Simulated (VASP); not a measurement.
# SrCl2 (I4/mmm) in VASP: notebook

SrCl2 is run at these levels: PBE; tasks: single point.

All numbers are computed with VASP 6.6.1; they aren't measurements. Logs are shortened: lines on timing, memory, paths and dates and some standing lists are left out, and cuts for length are marked.

### Step 1. The cell of the first run

Symmetry: I4/mmm, No. 139, tetragonal system. The conventional cell has a = 4.927 Å, b = 4.927 Å, c = 7.179 Å, α = 90.00°, β = 90.00°, γ = 90.00°. Within 4.0 Å of Sr (site symmetry 4/mmm) lie 8 Cl at 3.05 Å. Within 4.0 Å of Cl (site symmetry -4m2) lie 4 Sr at 3.05 Å and 6 Cl at 3.48 to 3.59 Å.

### Step 2. Single point, PBE

INCAR

```
SYSTEM = SrCl2
PREC = Accurate ; ENCUT = 520
EDIFF = 1E-6 ; ISMEAR = 0
SIGMA = 0.05 ; LREAL = .False.
LASPH = .True. ; NELM = 100
ALGO = Normal ; ISIF = 2
LWAVE = .False. ; LCHARG = .False.
GGA = PE ; NBANDS = 19
```

KPOINTS

```
Automatic mesh
0
Gamma
  6 6 6
  0 0 0
```

POSCAR

```
SrCl2
1.0
    0.0000000000      3.4840340363      3.5896108253
    3.4840340363      0.0000000000      3.5896108253
    3.4840340363      3.4840340363      0.0000000000
Sr Cl
1 2
Direct
    0.0000000000      0.0000000000      0.0000000000
    0.2500000000      0.2500000000      0.2500000000
    0.7500000000      0.7500000000      0.7500000000
```

Potentials or basis: VASP PAW PBE potentials, release 64 (Sr_sv, Cl).

On the command line:

```console
> cat potpaw_PBE.64/Sr_sv/POTCAR potpaw_PBE.64/Cl/POTCAR > POTCAR
> mpirun -np 1 vasp_std > vasp.out
```

OUTCAR:

```text
SYSTEM = SrCl2
   PREC = Accurate
   ENCUT = 520
   EDIFF = 1E-6
   ISMEAR = 0
   LREAL = .False.
   LASPH = .True.
   NELM = 100
   ISIF = 2
   GGA = PE

 ion  position               nearest neighbor table
   1  0.000  0.000  0.000-   3 3.05   2 3.05   3 3.05   2 3.05   3 3.05   3 3.05   2 3.05   2 3.05

   2  0.250  0.250  0.250-   1 3.05   1 3.05   1 3.05   1 3.05
   3  0.750  0.750  0.750-   1 3.05   1 3.05   1 3.05   1 3.05

  LATTYP: Found a body centered tetragonal cell.
 ALAT       =     4.9271681859
 C/A-ratio  =     1.4570685188

  Lattice vectors:

 A1 = (  -3.4840340363,   0.0000000000,   3.5896108253)
 A2 = (   3.4840340363,   0.0000000000,   3.5896108253)
 A3 = (   0.0000000000,   3.4840340363,  -3.5896108253)

Analysis of symmetry for initial positions (statically):
=====================================================================
 Subroutine PRICEL returns:
 Original cell was already a primitive cell.

 Routine SETGRP: Setting up the symmetry group for a
 body centered tetragonal supercell.

 Subroutine GETGRP returns: Found 16 space group operations
 (whereof 16 operations were pure point group operations)
 out of a pool of 16 trial point group operations.

The static configuration has the point symmetry D_4h.

Analysis of symmetry for dynamics (positions and initial velocities):
=====================================================================
 Subroutine PRICEL returns:
 Original cell was already a primitive cell.

 Routine SETGRP: Setting up the symmetry group for a
 body centered tetragonal supercell.

 Subroutine GETGRP returns: Found 16 space group operations
 (whereof 16 operations were pure point group operations)
 out of a pool of 16 trial point group operations.

The dynamic configuration has the point symmetry D_4h.

 Subroutine INISYM returns: Found 16 space group operations
 (whereof 16 operations are pure point group operations),
 and found     1 'primitive' translations

----------------------------------------------------------------------------------------

                                     Primitive cell

  volume of cell :      87.1449

  direct lattice vectors                    reciprocal lattice vectors
     0.000000000  3.484034036  3.589610825    -0.143511801  0.143511801  0.139290866
     3.484034036  0.000000000  3.589610825     0.143511801 -0.143511801  0.139290866
     3.484034036  3.484034036  0.000000000     0.143511801  0.143511801 -0.139290866

  length of vectors
     5.002379338  5.002379338  4.927168186     0.246156900  0.246156900  0.246156900

  position of ions in fractional coordinates (direct lattice)
     0.000000000  0.000000000  0.000000000
     0.250000000  0.250000000  0.250000000
     0.750000000  0.750000000  0.750000000

  ion indices of the primitive-cell ions
   primitive index   ion index
                 1           1
                 2           2
                 3           3

----------------------------------------------------------------------------------------

 KPOINTS: Automatic mesh

Automatic generation of k-mesh.
 Grid dimensions read from file:
 generate k-points for:    6    6    6

 Generating k-lattice:

  Cartesian coordinates                     Fractional coordinates (reciprocal lattice)
    -0.023918634  0.023918634  0.023215144     0.166666667  0.000000000  0.000000000
     0.023918634 -0.023918634  0.023215144     0.000000000  0.166666667  0.000000000
     0.023918634  0.023918634 -0.023215144     0.000000000  0.000000000  0.166666667

  Length of vectors
     0.041026150  0.041026150  0.041026150

  Shift w.r.t. Gamma in fractional coordinates (k-lattice)
     0.000000000  0.000000000  0.000000000

 Subroutine IBZKPT returns following result:
 ===========================================

 Found     30 irreducible k-points:

 Following reciprocal coordinates:
            Coordinates               Weight
  0.000000  0.000000  0.000000      1.000000
  0.166667 -0.000000  0.000000      8.000000
  0.333333 -0.000000  0.000000      8.000000
  0.500000 -0.000000  0.000000      4.000000
  0.166667  0.166667  0.000000      2.000000
  0.333333  0.166667  0.000000      8.000000
[... 16 lines left out ...]
  0.333333  0.000000  0.333333      4.000000
  0.500000 -0.000000  0.333333     16.000000
 [... further k-points ...]
   k-points           NKPTS =     30   k-points in BZ     NKDIM =     30   number of bands    NBANDS=     19
   number of dos      NEDOS =    301   number of ions     NIONS =      3
   total plane-waves  NPLWV =  64000
   dimension x,y,z NGX =    40 NGY =   40 NGZ =   40
   dimension x,y,z NGXF=    80 NGYF=   80 NGZF=   80
   ions per type =               1   2
   NGX,Y,Z   is equivalent  to a cutoff of  13.29, 13.29, 13.50 a.u.
   NGXF,Y,Z  is equivalent  to a cutoff of  26.59, 26.59, 26.99 a.u.
 SYSTEM =  SrCl2
   PREC   = accura    normal or accurate (medium, high low for compatibility)
   ISTART =      0    job   : 0-new  1-cont  2-samecut
   ICHARG =      2    charge: 1-file 2-atom 10-const
   ISPIN  =      1    spin polarized calculation?
   LNONCOLLINEAR =      F non collinear calculations
   LSORBIT =      F    spin-orbit coupling
   LASPH  =      T    aspherical Exc in radial PAW
   ENCUT  =  520.0 eV  38.22 Ry    6.18 a.u.   9.30  9.30  9.16*2*pi/ulx,y,z
   NELM   =    100;   NELMIN=  2; NELMDL= -5     # of ELM steps
   EDIFF  = 0.1E-05   stopping-criterion for ELM
   LREAL  =      F    real-space projection
   EDIFFG = 0.1E-04   stopping-criterion for IOM
   NSW    =      0    number of steps for IOM
   IBRION =     -1    ionic relax: 0-MD 1-quasi-New 2-CG
   NFREE  =      0    steps in history (QN), initial steepest desc. (CG)
   ISIF   =      2    stress and relaxation
   ISYM   =      2    0-nonsym 1-usesym 2-fastsym
   POTIM  = 0.5000    time-step for ionic-motion
   TEBEG  =    0.0;   TEEND  =   0.0 temperature during run
   PSTRESS=    0.0 pullay stress
   NELECT =      24.0000    total number of electrons
   NUPDOWN=      -1.0000    fix difference up-down
   EMIN   =  10.00;   EMAX   =-10.00  energy-range for DOS
   EFERMI =   0.00;   METHOD = LEGACY
   ISMEAR =     0;   SIGMA  =   0.05  broadening in eV -4-tet -1-fermi 0-gaus
   EFERMI_NEDOS =   21; number of points for ismear=-14 and -15
   IALGO  =     38    algorithm
[... 15 lines left out ...]
  energy-cutoff  :      520.00
  volume of cell :       87.14
 maximum number of plane-waves:      2359
 NGX is ok and might be reduce to    40
   NGX = 19   NGY = 19   NGZ = 19

 number of electron      24.0000001 magnetization

 Free energy of the ion-electron system (eV)
  ---------------------------------------------------
  ext. energy  EPLUGINS =         0.00000000
  ---------------------------------------------------
  free energy    TOTEN  =       -12.78334675 eV

  energy without entropy =      -12.78334675  energy(sigma->0) =      -12.78334675

 E-fermi :   0.2695     XC(G=0):  -8.1709

 val. band max:        0.0486202086   @ k =   0.5000   0.0000   0.5000
 cond. band min:       5.1962777774   @ k =   0.0000   0.0000   0.0000
 fundamental gap:      5.1476575688
 Fermi energy:         0.2695386129

 k-point     1 :       0.0000    0.0000    0.0000
  band No.  band energies     occupation
      1     -32.9927      2.00000
      2     -14.9760      2.00000
      3     -14.9760      2.00000
      4     -14.9669      2.00000
      5     -13.2399      2.00000
      6     -12.4379      2.00000
[... 11 lines left out ...]
     18       9.0148      0.00000
     19       9.1349      0.00000

 k-point     2 :       0.1667   -0.0000    0.0000
  band No.  band energies     occupation
      1     -32.9921      2.00000
      2     -15.0445      2.00000
      3     -14.9787      2.00000
      4     -14.9730      2.00000
      5     -13.1088      2.00000
      6     -12.4916      2.00000
[... 11 lines left out ...]
     18       8.6412      0.00000
     19       9.6513      0.00000

 k-point     3 :       0.3333   -0.0000    0.0000
  band No.  band energies     occupation
      1     -32.9907      2.00000
      2     -15.1621      2.00000
      3     -14.9841      2.00000
      4     -14.9797      2.00000
      5     -12.9054      2.00000
      6     -12.5575      2.00000
[... 11 lines left out ...]
     18       8.4622      0.00000
     19       8.9651      0.00000

 k-point     4 :       0.5000   -0.0000    0.0000
  band No.  band energies     occupation
      1     -32.9901      2.00000
      2     -15.2121      2.00000
      3     -14.9868      2.00000
      4     -14.9830      2.00000
      5     -12.8617      2.00000
      6     -12.5372      2.00000
[... 11 lines left out ...]
     18       8.4922      0.00000
     19       8.5884      0.00000

 k-point     5 :       0.1667    0.1667    0.0000
  band No.  band energies     occupation
      1     -32.9919      2.00000
      2     -15.0583      2.00000
      3     -14.9826      2.00000
      4     -14.9826      2.00000
      5     -13.0658      2.00000
      6     -12.5017      2.00000
[... 11 lines left out ...]
     18       8.6604      0.00000
     19       8.7207      0.00000

 k-point     6 :       0.3333    0.1667    0.0000
  band No.  band energies     occupation
      1     -32.9908      2.00000
      2     -15.1459      2.00000
      3     -15.0003      2.00000
      4     -14.9887      2.00000
      5     -12.8754      2.00000
      6     -12.5705      2.00000
[... 11 lines left out ...]
     18       8.2790      0.00000
     19       9.3034      0.00000

 k-point     7 :       0.5000    0.1667    0.0000
  band No.  band energies     occupation
      1     -32.9899      2.00000
      2     -15.1910      2.00000
      3     -15.0312      2.00000
      4     -14.9908      2.00000
      5     -12.7887      2.00000
      6     -12.5692      2.00000
[... 11 lines left out ...]
     18       8.6092      0.00000
     19       9.0996      0.00000

 k-point     8 :      -0.3333    0.1667    0.0000
  band No.  band energies     occupation
      1     -32.9901      2.00000
      2     -15.1714      2.00000
      3     -15.0340      2.00000
      4     -14.9868      2.00000
      5     -12.7913      2.00000
      6     -12.5954      2.00000
[... 256 lines left out ...]
 k-point    20 :      -0.3333    0.3333    0.1667
  band No.  band energies     occupation
      1     -32.9894      2.00000
      2     -15.1587      2.00000
      3     -15.1018      2.00000
      4     -14.9986      2.00000
      5     -12.6941      2.00000
      6     -12.6060      2.00000
[... 11 lines left out ...]
     18       8.9713      0.00000
     19       9.7581      0.00000

 k-point    21 :      -0.1667    0.3333    0.1667
  band No.  band energies     occupation
      1     -32.9898      2.00000
      2     -15.1755      2.00000
      3     -15.0441      2.00000
      4     -14.9955      2.00000
      5     -12.7028      2.00000
      6     -12.6554      2.00000
[... 11 lines left out ...]
     18       8.5825      0.00000
     19       9.6313      0.00000

 k-point    22 :      -0.3333    0.5000    0.1667
  band No.  band energies     occupation
      1     -32.9893      2.00000
      2     -15.2052      2.00000
      3     -15.0716      2.00000
      4     -15.0042      2.00000
      5     -12.6463      2.00000
      6     -12.6205      2.00000
[... 11 lines left out ...]
     18       9.3282      0.00000
     19       9.8189      0.00000

 k-point    23 :       0.3333    0.0000    0.3333
  band No.  band energies     occupation
      1     -32.9900      2.00000
      2     -15.2028      2.00000
      3     -15.0000      2.00000
      4     -14.9871      2.00000
      5     -12.7191      2.00000
      6     -12.6690      2.00000
[... 11 lines left out ...]
     18       7.9684      0.00000
     19       9.4599      0.00000

 k-point    24 :       0.5000   -0.0000    0.3333
  band No.  band energies     occupation
      1     -32.9893      2.00000
      2     -15.2207      2.00000
      3     -15.0341      2.00000
      4     -14.9958      2.00000
      5     -12.7080      2.00000
      6     -12.6046      2.00000
[... 11 lines left out ...]
     18       8.8094      0.00000
     19       9.6269      0.00000

 [... further k-points ...]
[... 5 lines left out ...]
  --------------------------------------------------------------------------------------
  -------------------------------------------------------------------------------------
  Total        0.3366457      0.3366457     -0.4612707      0.0000000     -0.0000000     -0.0000000
  in kB        6.1892999      6.1892999     -8.4805549      0.0000000     -0.0000000     -0.0000000
  external PRESSURE =       1.2993483 kB  Pullay stress =       0.0000000 kB

 VOLUME and BASIS-vectors are now :
 -----------------------------------------------------------------------------
  energy-cutoff  :      520.00
  volume of cell :       87.14
      direct lattice vectors                 reciprocal lattice vectors
     0.000000000  3.484034036  3.589610825    -0.143511801  0.143511801  0.139290866
     3.484034036  0.000000000  3.589610825     0.143511801 -0.143511801  0.139290866
     3.484034036  3.484034036  0.000000000     0.143511801  0.143511801 -0.139290866

 POSITION                                       TOTAL-FORCE (eV/Angst)
 -----------------------------------------------------------------------------------
      0.00000      0.00000      0.00000        -0.000000     -0.000000      0.000000
      1.74202      1.74202      1.79481         0.000000      0.000000     -0.000000
      5.22605      5.22605      5.38442        -0.000000     -0.000000     -0.000000
 -----------------------------------------------------------------------------------
    total drift:                               -0.000000     -0.000000      0.000000

  FREE ENERGIE OF THE ION-ELECTRON SYSTEM (eV)
  ---------------------------------------------------
  free  energy   TOTEN  =       -12.7833467486 eV

  energy  without entropy=      -12.7833467486  energy(sigma->0) =      -12.78334675
```

It took 91 s on 1 thread of Intel Xeon Platinum 8488C (Sapphire Rapids), shared host; peak memory 0.24 GiB.

What came out:

```yaml
Free_energy: -12.7833 eV
Pressure: 0.1 GPa
Band_gap_on_the_k_mesh: 5.15 eV, indirect (least direct gap 5.44 eV)
```

Stress tensor (GPa, compression positive):
```
 0.62  0.00  0.00
 0.00  0.62  0.00
 0.00  0.00 -0.85
```

Caveat: the cell differs from its parent crystal (strain +e along x and -e along y +0.0000, strain +e along z and -e/2 along x and y +0.0200).

### Step 3. Single point, PBE

INCAR

```
PREC = Accurate
ENCUT = 520
EDIFF = 1E-7
ISMEAR = 0
SIGMA = 0.05
LREAL = False
LASPH = True
NELM = 60
ALGO = Normal
ISIF = 2
LWAVE = False
LCHARG = False
GGA = PE
NBANDS = 19
```

KPOINTS

```
regular mesh
0
Gamma
  6 6 6
```

POSCAR

```
SrCl2
1.0
    0.0000000000      3.4664379048      3.6248030883
    3.4664379048      0.0000000000      3.6248030883
    3.4664379048      3.4664379048      0.0000000000
Sr Cl
1 2
Direct
    0.0000000000      0.0000000000      0.0000000000
    0.2500000000      0.2500000000      0.2500000000
    0.7500000000      0.7500000000      0.7500000000
```

Potentials or basis: VASP PAW PBE potentials, release 64 (Sr_sv, Cl).

On the command line:

```console
> cat potpaw_PBE.64/Sr_sv/POTCAR potpaw_PBE.64/Cl/POTCAR > POTCAR
> mpirun -np 1 vasp_std > vasp.out
```

Run time: 73 s. Hardware: 1 thread of Intel Xeon Platinum 8488C (Sapphire Rapids), shared host; peak memory 0.24 GiB.

It converged, with:

```yaml
Free_energy: -12.7735 eV
Pressure: 0.2 GPa
Band_gap_on_the_k_mesh: 5.08 eV, indirect (least direct gap 5.39 eV)
```

Stress tensor (GPa, compression positive):
```
 0.88  0.00  0.00
 0.00  0.88  0.00
 0.00  0.00 -1.31
```

Levels at points of the mesh, in eV from the valence-band top:
```csv
k point,band 9,band 10,band 11,band 12,band 13,band 14,band 15,band 16
"(0.00, 0.00, 0.00)",-2.05,-0.63,-0.31,-0.31,5.08,5.92,6.15,8.78
"(0.50, 0.00, 0.00)",-1.53,-1.37,-1.12,-1.09,6.55,6.62,7.29,7.72
"(0.50, 0.50, 0.00)",-1.91,-0.40,-0.40,-0.26,5.41,6.65,7.44,7.67
"(0.50, 0.00, 0.50)",-1.84,-0.69,-0.32,0.00,5.40,6.97,7.44,7.85
```

Caveat: the cell differs from its parent crystal (strain +e along x and -e along y +0.0000, strain +e along z and -e/2 along x and y +0.0300).

### Step 4. Single point, PBE

INCAR

```
ALGO = Normal
EDIFF = 1E-7
ENCUT = 520
GGA = PE
ISIF = 2
ISMEAR = 0
LASPH = True
LCHARG = True
LELF = True
LREAL = False
LVHAR = True
LWAVE = False
NBANDS = 19
NELM = 80
PREC = Accurate
SIGMA = 0.05
```

KPOINTS

```
k-points
0
Gamma
  6 6 6
```

POSCAR

```
SrCl2
1.0
    0.0000000000      3.5016301678      3.5544185623
    3.5016301678      0.0000000000      3.5544185623
    3.5016301678      3.5016301678      0.0000000000
Sr Cl
1 2
Direct
    0.0000000000      0.0000000000      0.0000000000
    0.2500000000      0.2500000000      0.2500000000
    0.7500000000      0.7500000000      0.7500000000
```

On the command line:

```console
> cat potpaw_PBE.64/Sr_sv/POTCAR potpaw_PBE.64/Cl/POTCAR > POTCAR
> mpirun -np 1 vasp_std > vasp.out
```

Run time: 84 s. Hardware: 1 thread of Intel Xeon Platinum 8488C (Sapphire Rapids), shared host; peak memory 0.24 GiB.

It converged, with:

```
Free energy            : -12.7893 eV
Pressure               : 0.1 GPa
Band gap on the k mesh : 5.20 eV, indirect (least direct gap 5.48 eV)
```

Stress tensor (GPa, compression positive):
```
 0.36  0.00  0.00
 0.00  0.36  0.00
 0.00  0.00 -0.37
```

Levels at points of the mesh, in eV from the valence-band top:
```csv
k point,band 10,band 11,band 12,band 13,band 14,band 15
"(0.00, 0.00, 0.00)",-0.43,-0.32,-0.32,5.20,6.03,6.12
"(0.50, 0.00, 0.00)",-1.30,-1.05,-1.04,6.64,6.67,7.38
"(0.50, 0.50, 0.00)",-0.39,-0.39,-0.09,5.48,6.86,7.50
"(0.50, 0.00, 0.50)",-0.49,-0.36,0.00,5.48,6.97,7.50
```

Caveat: the cell differs from its parent crystal (strain +e along x and -e along y +0.0000, strain +e along z and -e/2 along x and y +0.0100).

### Step 5. Single point, PBE

INCAR

```
SYSTEM = SrCl2
  PREC = Accurate
  ENCUT = 520
  EDIFF = 1E-6
  ISMEAR = 0
  SIGMA = 0.05
  LREAL = .False.
  LASPH = .True.
  NELM = 100
  ALGO = Normal
  ISIF = 2
  LWAVE = .False.
  LCHARG = .False.
  GGA = PE
  NBANDS = 19
```

KPOINTS

```
Automatic mesh
0
Gamma
  6 6 6
  0 0 0
```

POSCAR

```
SrCl2
1.0
    0.0000000000      3.5368224308      3.4840340363
    3.5368224308      0.0000000000      3.4840340363
    3.5368224308      3.5368224308      0.0000000000
Sr Cl
1 2
Direct
    0.0000000000      0.0000000000      0.0000000000
    0.2500000000      0.2500000000      0.2500000000
    0.7500000000      0.7500000000      0.7500000000
```

On the command line:

```console
> cat potpaw_PBE.64/Sr_sv/POTCAR potpaw_PBE.64/Cl/POTCAR > POTCAR
> mpirun -np 1 vasp_std > vasp.out
```

It took 74 s on 1 thread of Intel Xeon Platinum 8488C (Sapphire Rapids), shared host; peak memory 0.25 GiB.

Results (log left out):

| Property | Result |
| --- | --- |
| Free energy | -12.7893 eV |
| Pressure | 0.1 GPa |
| Band gap on the k mesh | 5.17 eV, indirect (least direct gap 5.45 eV) |

Stress tensor (GPa, compression positive):
```
-0.13  0.00  0.00
 0.00 -0.13  0.00
 0.00  0.00  0.62
```

Levels at points of the mesh, in eV from the valence-band top:
```
           k point  band 10  band 11  band 12  band 13  band 14  band 15
(0.00, 0.00, 0.00)    -0.42    -0.42    -0.31     5.17     5.99     6.10
(0.50, 0.00, 0.00)    -1.33    -1.08    -1.07     6.61     6.64     7.35
(0.50, 0.50, 0.00)    -0.47    -0.47     0.00     5.45     6.98     7.47
(0.50, 0.00, 0.50)    -0.49    -0.37    -0.09     5.45     6.87     7.47
```

Caveat: the cell differs from its parent crystal (strain +e along x and -e along y +0.0000, strain +e along z and -e/2 along x and y -0.0100). A k mesh can miss the band edges.

### Step 6. Summary

| cell | gap on the mesh (eV) | pressure (GPa) |
| --- | --- | --- |
| a = 5.002, b = 5.002, c = 4.927 Å, angles 60.5, 60.5, 59.0°, 3 atoms | 5.15 | 0.1 |
| a = 5.016, b = 5.016, c = 4.902 Å, angles 60.7, 60.7, 58.5°, 3 atoms | 5.08 | 0.2 |
| a = 4.990, b = 4.990, c = 4.952 Å, angles 60.2, 60.2, 59.5°, 3 atoms | 5.20 | 0.1 |
| a = 4.965, b = 4.965, c = 5.002 Å, angles 59.8, 59.8, 60.5°, 3 atoms | 5.17 | 0.1 |

Alike in all rows: task single point; level PBE; potentials or basis VASP PAW PBE potentials, release 64 (Sr_sv, Cl); no spin polarisation; k mesh 6 × 6 × 6; cutoff (eV) 520; smearing gaussian 0.05 eV.

Absolute energies hang on the potentials; compare differences alone.
